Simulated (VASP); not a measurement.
# CuGe16 (a cell with a defect) in VASP: notebook

The runs below take CuGe16 (a cell with a defect) through single point, with PBE.

All numbers are computed with VASP 6.6.1; they aren't measurements. Logs are shortened: lines on timing, memory, paths and dates and some standing lists are left out, and cuts for length are marked.

**1. The cell of the first run**

The cell holds a defect, 17 atoms: a = 8.004 Å, b = 8.004 Å, c = 8.004 Å, α = 60.00°, β = 60.00°, γ = 60.00°.

**2. Single point, PBE**

Contents of INCAR:

```
SYSTEM = CuGe16
PREC = Accurate
ENCUT = 520
EDIFF = 1E-7
ISMEAR = -1
SIGMA = 0.05
LREAL = Auto
LASPH = .TRUE.
NELM = 80
ALGO = Normal
ISIF = 2
LWAVE = .FALSE.
LCHARG = .FALSE.
GGA = PE
NBANDS = 132
```

Contents of KPOINTS:

```
Automatic mesh
0
G
  2 2 2
  0 0 0
```

Contents of POSCAR:

```
CuGe16
1.0
    0.0000000000      5.6600000000      5.6600000000
    5.6600000000      0.0000000000      5.6600000000
    5.6600000000      5.6600000000      0.0000000000
Ge Cu
16 1
Direct
    0.1058038869     -0.0421643110      0.0059628975
    0.1433657244      0.1740724382      0.1340194346
   -0.0511837456      0.0603533569      0.5094699647
    0.0720494700      0.1982685512      0.6451060071
   -0.1052296820      0.5684098940     -0.0013250883
   -0.0081890459      0.6531183746      0.1712102473
   -0.1327385159      0.5781978799      0.5396113074
    0.1010335689      0.6879593640      0.5629063604
    0.5619699647      0.0439310954      0.0118286219
    0.7663515901      0.1114752650      0.2154681979
    0.4421554770      0.0424204947      0.5149469965
    0.5912014134      0.1918727915      0.6481448763
    0.3629858657      0.4190636042      0.1013074205
    0.5676678445      0.5406537102      0.1251766784
    0.4887720848      0.5490371025      0.4728356890
    0.4844876325      0.6596113074      0.7100353357
    0.4530212014      0.8935512367      0.9117314488
```

Potentials or basis: VASP PAW PBE potentials, release 64 (Ge_d, Cu).

On the command line:

```bash
$ cat potpaw_PBE.64/Ge_d/POTCAR potpaw_PBE.64/Cu/POTCAR > POTCAR
$ mpirun -np 1 vasp_std > vasp.out
```

OUTCAR:

```text
SYSTEM = CuGe16
   PREC = Accurate
   ENCUT = 520
   EDIFF = 1E-7
   ISMEAR = -1
   LREAL = Auto
   LASPH = .TRUE.
   NELM = 80
   ISIF = 2
   GGA = PE

 ion  position               nearest neighbor table
   1  0.106  0.958  0.006-  17 2.33  10 2.42   6 2.51   2 2.60   4 2.61
   2  0.143  0.174  0.134-   3 2.51   1 2.60   9 2.74   5 2.75
   3  0.949  0.060  0.509-  12 2.35   8 2.48   2 2.51   4 2.59
   4  0.072  0.198  0.645-  11 2.44   7 2.55   3 2.59   1 2.61
   5  0.895  0.568  0.999-   6 2.35  14 2.37   2 2.75   8 2.88
   6  0.992  0.653  0.171-   5 2.35   7 2.44   1 2.51  13 2.54
   7  0.867  0.578  0.540-   6 2.44  16 2.53   8 2.54   4 2.55
   8  0.101  0.688  0.563-   3 2.48   7 2.54  15 2.55   5 2.88
   9  0.562  0.044  0.012-  17 2.36  12 2.47   2 2.74  13 2.88
  10  0.766  0.111  0.215-   1 2.42  11 2.58  14 2.84
  11  0.442  0.042  0.515-   4 2.44  16 2.58  10 2.58  17 2.81  12 2.82
  12  0.591  0.192  0.648-   3 2.35  15 2.37   9 2.47  17 2.58  11 2.82
  13  0.363  0.419  0.101-  14 2.40   6 2.54  16 2.69   9 2.88
  14  0.568  0.541  0.125-   5 2.37  13 2.40  17 2.43  15 2.56  10 2.84
  15  0.489  0.549  0.473-  12 2.37  16 2.44   8 2.55  14 2.56
  16  0.484  0.660  0.710-  15 2.44   7 2.53  11 2.58  13 2.69
  17  0.453  0.894  0.912-   1 2.33   9 2.36  14 2.43  12 2.58  11 2.81

  LATTYP: Found a face centered cubic cell.
 ALAT       =    11.3200000000

  Lattice vectors:

 A1 = (   0.0000000000,   5.6600000000,   5.6600000000)
 A2 = (   5.6600000000,   0.0000000000,   5.6600000000)
 A3 = (   5.6600000000,   5.6600000000,   0.0000000000)

Analysis of symmetry for initial positions (statically):
=====================================================================
 Subroutine PRICEL returns:
 Original cell was already a primitive cell.

 Routine SETGRP: Setting up the symmetry group for a
 face centered cubic supercell.

 Subroutine GETGRP returns: Found  1 space group operations
 (whereof  1 operations were pure point group operations)
 out of a pool of 48 trial point group operations.

The static configuration has the point symmetry C_1 .

Analysis of symmetry for dynamics (positions and initial velocities):
=====================================================================
 Subroutine PRICEL returns:
 Original cell was already a primitive cell.

 Routine SETGRP: Setting up the symmetry group for a
 face centered cubic supercell.

 Subroutine GETGRP returns: Found  1 space group operations
 (whereof  1 operations were pure point group operations)
 out of a pool of 48 trial point group operations.

The dynamic configuration has the point symmetry C_1 .

 Subroutine INISYM returns: Found  1 space group operations
 (whereof  1 operations are pure point group operations),
 and found     1 'primitive' translations

----------------------------------------------------------------------------------------

                                     Primitive cell

  volume of cell :     362.6430

  direct lattice vectors                    reciprocal lattice vectors
     0.000000000  5.660000000  5.660000000    -0.088339223  0.088339223  0.088339223
     5.660000000  0.000000000  5.660000000     0.088339223 -0.088339223  0.088339223
     5.660000000  5.660000000  0.000000000     0.088339223  0.088339223 -0.088339223

  length of vectors
     8.004448763  8.004448763  8.004448763     0.153008022  0.153008022  0.153008022

  position of ions in fractional coordinates (direct lattice)
     0.105803887  0.957835689  0.005962897
     0.143365724  0.174072438  0.134019435
     0.948816254  0.060353357  0.509469965
     0.072049470  0.198268551  0.645106007
     0.894770318  0.568409894  0.998674912
     0.991810954  0.653118375  0.171210247
[... 9 lines left out ...]
     0.484487632  0.659611307  0.710035336
     0.453021201  0.893551237  0.911731449

  ion indices of the primitive-cell ions
   primitive index   ion index
                 1           1
                 2           2
                 3           3
                 4           4
                 5           5
                 6           6
[... 9 lines left out ...]
                16          16
                17          17

----------------------------------------------------------------------------------------

 KPOINTS: Automatic mesh

Automatic generation of k-mesh.
 Grid dimensions read from file:
 generate k-points for:    2    2    2

 Generating k-lattice:

  Cartesian coordinates                     Fractional coordinates (reciprocal lattice)
    -0.044169611  0.044169611  0.044169611     0.500000000  0.000000000  0.000000000
     0.044169611 -0.044169611  0.044169611     0.000000000  0.500000000  0.000000000
     0.044169611  0.044169611 -0.044169611     0.000000000  0.000000000  0.500000000

  Length of vectors
     0.076504011  0.076504011  0.076504011

  Shift w.r.t. Gamma in fractional coordinates (k-lattice)
     0.000000000  0.000000000  0.000000000

 Subroutine IBZKPT returns following result:
 ===========================================

 Found      8 irreducible k-points:

 Following reciprocal coordinates:
            Coordinates               Weight
  0.000000  0.000000  0.000000      1.000000
  0.500000  0.000000  0.000000      1.000000
  0.000000  0.500000  0.000000      1.000000
  0.000000  0.000000  0.500000      1.000000
  0.500000  0.500000  0.500000      1.000000
  0.500000  0.500000  0.000000      1.000000
  0.000000  0.500000  0.500000      1.000000
  0.500000  0.000000  0.500000      1.000000
   k-points           NKPTS =      8   k-points in BZ     NKDIM =      8   number of bands    NBANDS=    132
   number of dos      NEDOS =    301   number of ions     NIONS =     17
   total plane-waves  NPLWV = 216000
   dimension x,y,z NGX =    60 NGY =   60 NGZ =   60
   dimension x,y,z NGXF=   120 NGYF=  120 NGZF=  120
   ions per type =              16   1
   NGX,Y,Z   is equivalent  to a cutoff of  12.46, 12.46, 12.46 a.u.
   NGXF,Y,Z  is equivalent  to a cutoff of  24.92, 24.92, 24.92 a.u.
 SYSTEM =  CuGe16
   PREC   = accura    normal or accurate (medium, high low for compatibility)
   ISTART =      0    job   : 0-new  1-cont  2-samecut
   ICHARG =      2    charge: 1-file 2-atom 10-const
   ISPIN  =      1    spin polarized calculation?
   LNONCOLLINEAR =      F non collinear calculations
   LSORBIT =      F    spin-orbit coupling
   LASPH  =      T    aspherical Exc in radial PAW
   ENCUT  =  520.0 eV  38.22 Ry    6.18 a.u.  14.88 14.88 14.88*2*pi/ulx,y,z
   NELM   =     80;   NELMIN=  2; NELMDL= -5     # of ELM steps
   EDIFF  = 0.1E-06   stopping-criterion for ELM
   LREAL  =      T    real-space projection
   EDIFFG = 0.1E-05   stopping-criterion for IOM
   NSW    =      0    number of steps for IOM
   IBRION =     -1    ionic relax: 0-MD 1-quasi-New 2-CG
   NFREE  =      0    steps in history (QN), initial steepest desc. (CG)
   ISIF   =      2    stress and relaxation
   ISYM   =      2    0-nonsym 1-usesym 2-fastsym
   POTIM  = 0.5000    time-step for ionic-motion
   TEBEG  =    0.0;   TEEND  =   0.0 temperature during run
   PSTRESS=    0.0 pullay stress
   NELECT =     235.0000    total number of electrons
   NUPDOWN=      -1.0000    fix difference up-down
   EMIN   =  10.00;   EMAX   =-10.00  energy-range for DOS
   EFERMI =   0.00;   METHOD = LEGACY
   ISMEAR =    -1;   SIGMA  =   0.05  broadening in eV -4-tet -1-fermi 0-gaus
   EFERMI_NEDOS =   21; number of points for ismear=-14 and -15
   IALGO  =     38    algorithm
   IMIX   =      4    mixing-type and parameters
     AMIX     =   0.40;   BMIX     =  1.00
     AMIX_MAG =   1.60;   BMIX_MAG =  1.00
  volume/ion in A,a.u.               =      21.33       143.96
  Fermi-wavevector in a.u.,A,eV,Ry     =   1.416678  2.677132 27.306558  2.006975
  Thomas-Fermi vector in A             =   2.537987
   LORBIT       =      0    0 simple, 1 ext, 2 COOP (PROOUT), +10 PAW based schemes
   GGA     = PE    functional components
   LHFCALC =     F    Hartree Fock is set to
   AEXX    =    0.0000 exact exchange contribution
   IVDW    =     0    specifies the selected vdW correction
   LEPSILON=     F    determine dielectric tensor
   LRPA    =     F    only Hartree local field effects (RPA)
 non-spin polarized calculation
  energy-cutoff  :      520.00
  volume of cell :      362.64
 maximum number of plane-waves:      9841
 NGX is ok and might be reduce to    60
   NGX = 29   NGY = 29   NGZ = 29

 number of electron     235.0000040 magnetization

 Free energy of the ion-electron system (eV)
  ---------------------------------------------------
  ext. energy  EPLUGINS =         0.00000000
  ---------------------------------------------------
  free energy    TOTEN  =       -69.51441459 eV

  energy without entropy =      -69.47064036  energy(sigma->0) =      -69.49252747

 E-fermi :   5.1239     XC(G=0): -10.3263

 val. band max:        5.1144934377   @ k =   0.0000   0.0000   0.0000
 cond. band min:       5.1303466241   @ k =   0.0000   0.0000   0.5000
 fundamental gap:      0.0158531864
 Fermi energy:         5.1239122553

 k-point     1 :       0.0000    0.0000    0.0000
  band No.  band energies     occupation
      1     -19.6769      2.00000
      2     -19.6354      2.00000
      3     -19.6290      2.00000
      4     -19.6249      2.00000
      5     -19.6096      2.00000
      6     -19.6043      2.00000
[... 121 lines left out ...]
    128       7.0333      0.00000
    129       7.4665      0.00000

 k-point     2 :       0.5000    0.0000    0.0000
  band No.  band energies     occupation
      1     -19.6759      2.00000
      2     -19.6352      2.00000
      3     -19.6311      2.00000
      4     -19.6258      2.00000
      5     -19.6047      2.00000
      6     -19.6034      2.00000
[... 121 lines left out ...]
    128       8.2362      0.00000
    129       8.3859      0.00000

 k-point     3 :       0.0000    0.5000    0.0000
  band No.  band energies     occupation
      1     -19.6769      2.00000
      2     -19.6359      2.00000
      3     -19.6301      2.00000
      4     -19.6244      2.00000
      5     -19.6088      2.00000
      6     -19.6046      2.00000
[... 121 lines left out ...]
    128       8.1091      0.00000
    129       8.4729      0.00000

 k-point     4 :       0.0000    0.0000    0.5000
  band No.  band energies     occupation
      1     -19.6759      2.00000
      2     -19.6354      2.00000
      3     -19.6293      2.00000
      4     -19.6259      2.00000
      5     -19.6100      2.00000
      6     -19.6045      2.00000
[... 121 lines left out ...]
    128       7.9597      0.00000
    129       8.4769      0.00000

 k-point     5 :       0.5000    0.5000    0.5000
  band No.  band energies     occupation
      1     -19.6769      2.00000
      2     -19.6344      2.00000
      3     -19.6305      2.00000
      4     -19.6280      2.00000
      5     -19.6056      2.00000
      6     -19.6039      2.00000
[... 121 lines left out ...]
    128       8.1873      0.00000
    129       8.3391      0.00000

 k-point     6 :       0.5000    0.5000    0.0000
  band No.  band energies     occupation
      1     -19.6759      2.00000
      2     -19.6337      2.00000
      3     -19.6301      2.00000
      4     -19.6282      2.00000
      5     -19.6057      2.00000
      6     -19.6041      2.00000
[... 121 lines left out ...]
    128       8.2497      0.00000
    129       8.5109      0.00000

 k-point     7 :       0.0000    0.5000    0.5000
  band No.  band energies     occupation
      1     -19.6760      2.00000
      2     -19.6361      2.00000
      3     -19.6304      2.00000
      4     -19.6250      2.00000
      5     -19.6091      2.00000
      6     -19.6050      2.00000
[... 121 lines left out ...]
    128       8.4614      0.00000
    129       8.5244      0.00000

 k-point     8 :       0.5000    0.0000    0.5000
  band No.  band energies     occupation
      1     -19.6769      2.00000
      2     -19.6355      2.00000
      3     -19.6312      2.00000
      4     -19.6263      2.00000
      5     -19.6047      2.00000
      6     -19.6034      2.00000
[... 121 lines left out ...]
    128       8.6102      0.00000
    129       8.8546      0.00000
 [bands above 129 left out]

------------------------ aborting loop because EDIFF is reached ----------------------------------------

  FORCE on cell =-STRESS in cart. coord.  units (eV):
  Direction    XX          YY          ZZ          XY          YZ          ZX
  --------------------------------------------------------------------------------------
  -------------------------------------------------------------------------------------
  Total       10.8875348      7.3569459      9.7759589      1.0127208      5.2096879     -0.9339572
  in kB       48.1017469     32.5034048     43.1907417      4.4742579     23.0166968     -4.1262758
  external PRESSURE =      41.2652978 kB  Pullay stress =       0.0000000 kB

 VOLUME and BASIS-vectors are now :
 -----------------------------------------------------------------------------
  energy-cutoff  :      520.00
  volume of cell :      362.64
      direct lattice vectors                 reciprocal lattice vectors
     0.000000000  5.660000000  5.660000000    -0.088339223  0.088339223  0.088339223
     5.660000000  0.000000000  5.660000000     0.088339223 -0.088339223  0.088339223
     5.660000000  5.660000000  0.000000000     0.088339223  0.088339223 -0.088339223

 POSITION                                       TOTAL-FORCE (eV/Angst)
 -----------------------------------------------------------------------------------
      5.45510      0.63260      6.02020        -0.704739     -0.857365     -0.042670
      1.74380      1.57000      1.79670         0.466357     -0.184416      0.864628
      3.22520      8.25390      5.71190        -0.682210      0.902059      0.728556
      4.77350      4.05910      1.53000         0.120774     -0.523095     -0.704915
      8.86970     10.71690      8.28160        -2.258684      0.035106      0.985214
      4.66570      6.58270      9.31030         0.408309      0.561855      0.512413
[... 9 lines left out ...]
      7.75220      6.76100      6.47560         0.535904      0.546238      0.442318
     10.21790      7.72450      7.62160        -0.688927     -0.316950      0.164066
 -----------------------------------------------------------------------------------
    total drift:                               -0.003251     -0.000125     -0.004535

  FREE ENERGIE OF THE ION-ELECTRON SYSTEM (eV)
  ---------------------------------------------------
  free  energy   TOTEN  =       -69.5144145872 eV

  energy  without entropy=      -69.4706403560  energy(sigma->0) =      -69.49252747
```

Run time: 30 min. Hardware: 1 thread of Intel Xeon Platinum 8259CL at 2.50GHz (Skylake/Cascade Lake), shared host; peak memory 0.61 GiB.

Results:

```yaml
Free_energy: -69.5144 eV
Pressure: 4.1 GPa
Largest_force: 2.464 eV/Å
Band_gap_on_the_k_mesh: zero (an odd number of electrons rules out a gap without spin polarisation)
```

Forces in eV/Å, atoms in the order of the input:
```
Ge  -0.705 -0.857 -0.043
Ge   0.466 -0.184  0.865
Ge  -0.682  0.902  0.729
Ge   0.121 -0.523 -0.705
Ge  -2.259  0.035  0.985
Ge   0.408  0.562  0.512
Ge   0.168  0.789  0.013
Ge   0.708  0.136 -0.826
Ge   1.630  0.764  0.363
Ge   1.033 -0.670 -0.354
Ge   0.122  0.838  0.295
Ge  -0.180 -0.390 -1.191
Ge  -1.046 -0.853 -0.687
Ge   0.526  0.673 -0.261
Ge  -0.158 -1.451 -0.302
Ge   0.536  0.546  0.442
Cu  -0.689 -0.317  0.164
```

Caveat: the k points lie up to 0.48 Å⁻¹ apart, too coarse for converged energies and pressures of a metal; the atoms stand as in a frame of molecular dynamics.

[end of part 1 of 2]
